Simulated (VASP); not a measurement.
A run of VASP 6.6.1:

Contents of POSCAR:

```
GaSb
1.0
    0.0000000000      3.0590000000      3.0590000000
    3.1048850000      0.0000000000      3.0590000000
    3.1048850000      3.0590000000      0.0000000000
Ga Sb
1 1
Direct
    0.0000000000      0.0000000000      0.0000000000
    0.7500000000      0.7500000000      0.7500000000
```

Contents of INCAR.step1:

```
SYSTEM = GaSb
PREC     = Accurate       ! precision mode
ENCUT    = 520            ! plane-wave cutoff, eV
ISMEAR   = 0              ! smearing method
SIGMA    = 0.05           ! smearing width, eV
LREAL    = .False.        ! projectors in reciprocal space
LASPH    = .True.         ! aspherical terms in the spheres
NELM     = 80             ! most SCF steps
NBANDS   = 16             ! bands
GGA      = PE             ! functional
ALGO     = Normal         ! electronic algorithm
EDIFF    = 1E-4           ! SCF threshold, eV
LWAVE    = .True.         ! write WAVECAR
LCHARG   = .False.        ! write CHGCAR
```

INCAR.step2

```
SYSTEM = GaSb
PREC     = Accurate       ! precision mode
ENCUT    = 520            ! plane-wave cutoff, eV
EDIFF    = 1E-6           ! SCF threshold, eV
ISMEAR   = 0              ! smearing method
SIGMA    = 0.05           ! smearing width, eV
LREAL    = .False.        ! projectors in reciprocal space
LASPH    = .True.         ! aspherical terms in the spheres
NELM     = 80             ! most SCF steps
ALGO     = Normal         ! electronic algorithm
ISIF     = 2              ! what is computed and relaxed
LWAVE    = .False.        ! write WAVECAR
LCHARG   = .False.        ! write CHGCAR
METAGGA  = R2SCAN         ! meta-GGA
LMIXTAU  = .True.       
NBANDS   = 16             ! bands
ISTART   = 1
```

The input KPOINTS:

```
regular mesh
0
Gamma
  10 10 10
  0 0 0
```

Potentials or basis: VASP PAW PBE potentials, release 64 (Ga_d, Sb).

Command:

```bash
$ cat potpaw_PBE.64/Ga_d/POTCAR potpaw_PBE.64/Sb/POTCAR > POTCAR
$ cp INCAR.step1 INCAR
$ mpirun -np 1 vasp_std > vasp.out
$ cp INCAR.step2 INCAR
$ mpirun -np 1 vasp_std > vasp.out
```

Hardware: 1 thread of Intel Xeon 8259CL, on a shared host.

**Question.** How long does it take, and how much memory?

**Answer.** It took 4.5 min on 1 thread of Intel Xeon 8259CL (shared host), peak memory 0.26 GiB. Counts: k points 102.
